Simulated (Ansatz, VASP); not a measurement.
## One calculation of Cu, two programs

File POSCAR:

```
Cu
1.0
   -1.3886885705      1.3886885705      1.3760814500
    1.3886885705     -1.3886885705      1.3760814500
    1.4968980695      1.4968980695     -1.3760814500
Cu
1
Direct
    0.0000000000      0.0000000000      0.0000000000
```

INCAR.step1

```
PREC = Accurate
ENCUT = 520
ISMEAR = 0
SIGMA = 0.15
LREAL = False
LASPH = True
NELM = 100
NBANDS = 12
GGA = PE
ALGO = Normal
EDIFF = 1E-4
LWAVE = True
LCHARG = False
```

Contents of INCAR.step2:

```
PREC = Accurate
ENCUT = 520
EDIFF = 1E-6
ISMEAR = 0
SIGMA = 0.15
LREAL = False
LASPH = True
NELM = 100
ALGO = Normal
ISIF = 2
LWAVE = False
LCHARG = True
METAGGA = R2SCAN
LMIXTAU = True
LELF = True
LVHAR = True
NBANDS = 12
ISTART = 1
```

File KPOINTS:

```
regular mesh
0
Gamma
  24 24 24
```

Input for Ansatz:

```yaml
crystal:
  lattice:
    - [-1.3886885705, 1.3886885705, 1.37608145]
    - [1.3886885705, -1.3886885705, 1.37608145]
    - [1.4968980695, 1.4968980695, -1.37608145]
  atoms:
    - { symbol: Cu, position: [0.0, 0.0, 0.0] }
basis:
  ecutwfc: 500
kpoints:
  mp_grid: { grid: [24, 24, 24] }
hamiltonian:
  xc: r2scan
scf:
  occupations: { method: gaussian, width: 0.15 }
output:
  forces: true
  stress: true
  eigenvalues: true
  write_density: true
  write_potential: true
  elf: true
  volumetric_format: npy
```

Change from the starting cell: strain +0.0750 x Voigt [0, 0, 0, 0, 0, 1], atoms carried along.

Alike in both runs: task single point; functional r2SCAN; k mesh 24 × 24 × 24; occupations gaussian, width 0.15 eV; no spin polarisation.

```csv
,VASP,Ansatz
version,VASP 6.6.1,Ansatz 0.2.0
potentials or method,"VASP PAW PBE potentials, release 64 (Cu), cutoff 520 eV","scalar-relativistic, plane waves, PAW"
valence electrons in the cell,11,19
```

Ansatz gave:

| Quantity | Value |
| --- | --- |
| gap on the k mesh at the Fermi level (eV) | none |
| pressure (GPa) | 1.5 |
| traceless stress, the component that is largest in VASP (GPa) | -8.72 |

What did VASP give for the same quantities?

gap on the k mesh at the Fermi level (eV): none; pressure (GPa): 2.2; traceless stress, the component that is largest in VASP (GPa): -8.65.

VASP's potentials were made for PBE, not for r2SCAN. A gap of «none» marks a metal or a gap that the smearing closes. The functional is the same, so the differences come from potentials, cutoffs and numerics. VASP's potentials hold 11 valence electrons a cell and Ansatz's 19, so a difference there can come from the potentials and not from the codes.
